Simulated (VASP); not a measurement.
Wanted: the native input for a VASP 6.6.1 run.

| Item | Value |
| --- | --- |
| Task | relaxation of cell and atoms |
| Functional | RPBE |
| Dispersion | D3(BJ) |
| Potentials or basis | VASP PAW PBE potentials, release 64 (Hg, Te) |
| Cutoff | 600 eV |
| k mesh | 7 × 7 × 7 |
| Occupations | fermi-dirac, width 0.05 eV |
| Spin | no spin polarisation |
| Dipole correction | no |
| Further INCAR settings | ALGO = Normal; EDIFF = 1e-06; IBRION = 2; EDIFFG = -0.01; NSW = 60; ISIF = 3 |

The structure of HgTe lies in POSCAR:

```
HgTe
1.0
    0.0000000000      3.1800000000      3.1800000000
    3.1800000000      0.0000000000      3.1800000000
    3.1800000000      3.1800000000      0.0000000000
Hg Te
1 1
Direct
    0.0000000000      0.0000000000      0.0000000000
    0.5000000000      0.5000000000      0.5000000000
```

These files were run (other wordings do the same):

INCAR

```
SYSTEM = HgTe
PREC = Accurate ; ENCUT = 600
EDIFF = 1E-6 ; ISMEAR = -1
SIGMA = 0.05 ; LREAL = .FALSE.
LASPH = .TRUE. ; NELM = 100
ALGO = Normal ; ISIF = 3
LWAVE = .FALSE. ; LCHARG = .FALSE.
GGA = RP ; IVDW = 12
IBRION = 2 ; NSW = 60
EDIFFG = -0.01
```

KPOINTS

```
Automatic mesh
0
G
  7 7 7
  0 0 0
```

Potentials or basis: VASP PAW PBE potentials, release 64 (Hg, Te).

The run is started by

```sh
$ cat potpaw_PBE.64/Hg/POTCAR potpaw_PBE.64/Te/POTCAR > POTCAR
$ mpirun -np 1 vasp_std > vasp.out
```

It gave:

```json
{
 "Relaxed volume": "22.70 Å³/atom",
 "Relaxed cell": "a = 4.004 Å, b = 4.004 Å, c = 4.004 Å, α = 60.00°, β = 60.00°, γ = 60.00°",
 "Space group after relaxing (to 0.05 Å)": "Fm-3m (No. 225)",
 "Energy gained by relaxing": "625.9 meV/atom",
 "Ionic steps": "6",
 "Pressure after relaxing": "0.0 GPa",
 "Band gap on the k mesh": "zero (band 9 reaches 7.82 eV, above the bottom of band 10 at 4.54 eV)",
 "Dispersion energy per atom": "-2.612 eV"
}
```

Caveat: the volume moved by over 15 % at a fixed basis, so the end points are rough; the PAW data sets were made with another functional, which shifts forces and pressure a little; spin-orbit coupling is left out, which moves the levels of the heavy elements; the volume moved by -29 % from the deposited cell, more than functionals usually miss; pairwise dispersion overbinds metals, which lowers pressure and volume.

It took 57 s on 1 thread of AMD EPYC 9R45 96-Core Processor (Zen 5) (shared host), peak memory 0.2 GiB.
